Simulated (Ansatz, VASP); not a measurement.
Ge: VASP beside Ansatz

Contents of INCAR:

```
PREC     = Accurate       # precision mode
ENCUT    = 520            # plane-wave cutoff, eV
EDIFF    = 1E-6           # SCF threshold, eV
ISMEAR   = 0              # smearing method
SIGMA    = 0.1            # smearing width, eV
LREAL    = F              # projectors in reciprocal space
LASPH    = T              # aspherical terms in the spheres
NELM     = 80             # most SCF steps
ALGO     = Normal         # electronic algorithm
ISIF     = 2              # what is computed and relaxed
LWAVE    = F              # write WAVECAR
LCHARG   = T              # write CHGCAR
LDIPOL   = T            
IDIPOL   = 3            
DIPOL    = 0.5 0.5 0.381
GGA      = PE             # functional
IVDW     = 12             # dispersion correction
LELF     = T              # ELF
LVHAR    = T            
LVACPOTAV= T            
NBANDS   = 36             # bands
```

KPOINTS

```
Automatic mesh
0
Gamma
  9 9 1
```

The input POSCAR:

```
Ge
1.0
    4.0226895460      0.0000000000      0.0000000000
   -2.0113447730      3.4837513384      0.0000000000
    0.0000000000      0.0000000000     18.8685220369
Ge
4
Direct
    0.3333333333      0.6666666667      0.2747571330
    0.6666666667      0.3333333333      0.2384924474
    0.3333333333      0.6666666667      0.5240750716
    0.6666666667      0.3333333333      0.4878103860
```

Input for Ansatz:

```yaml
crystal:
  lattice:
    - [4.022689546, 0.0, 0.0]
    - [-2.011344773, 3.4837513384, 0.0]
    - [0.0, 0.0, 18.8685220369]
  atoms:
    - { symbol: Ge, position: [0.3333333333, 0.6666666667, 0.274757133] }
    - { symbol: Ge, position: [0.6666666667, 0.3333333333, 0.2384924474] }
    - { symbol: Ge, position: [0.3333333333, 0.6666666667, 0.5240750716] }
    - { symbol: Ge, position: [0.6666666667, 0.3333333333, 0.487810386] }
basis:
  ecutwfc: 420
kpoints:
  mp_grid: { grid: [9, 9, 1] }
hamiltonian:
  xc: pbe
  pseudopotentials: { kind: paw, azcp: { folder: soft_1 } }
  dispersion: d3bj
scf:
  occupations: { method: gaussian, width: 0.1 }
output:
  forces: true
  eigenvalues: true
efield:
  axis: 3
  dipole_correction: true
  ramp_width: 0.04
```

Alike in both runs: task single point; functional PBE; dispersion D3(BJ); k mesh 9 × 9 × 1; occupations gaussian, width 0.1 eV; no spin polarisation.

```csv
,VASP,Ansatz
version,VASP 6.6.1,Ansatz 0.2.0
potentials or method,"VASP PAW PBE potentials, release 64 (Ge_d), cutoff 520 eV","scalar-relativistic, plane waves, PAW"
valence electrons in the cell,56,56
```

|  | VASP | Ansatz | Ansatz less VASP |
| --- | --- | --- | --- |
| gap on the k mesh at the Fermi level (eV) | 0.58 | 0.58 | 0.000 |
| least direct gap on the mesh (eV) | 0.58 | 0.58 | 0.000 |
| rms of the force components (eV/Å) | 0.042 | 0.042 | 0.0000 |

Atom by atom the forces differ by 0.000 eV/Å (rms over components).
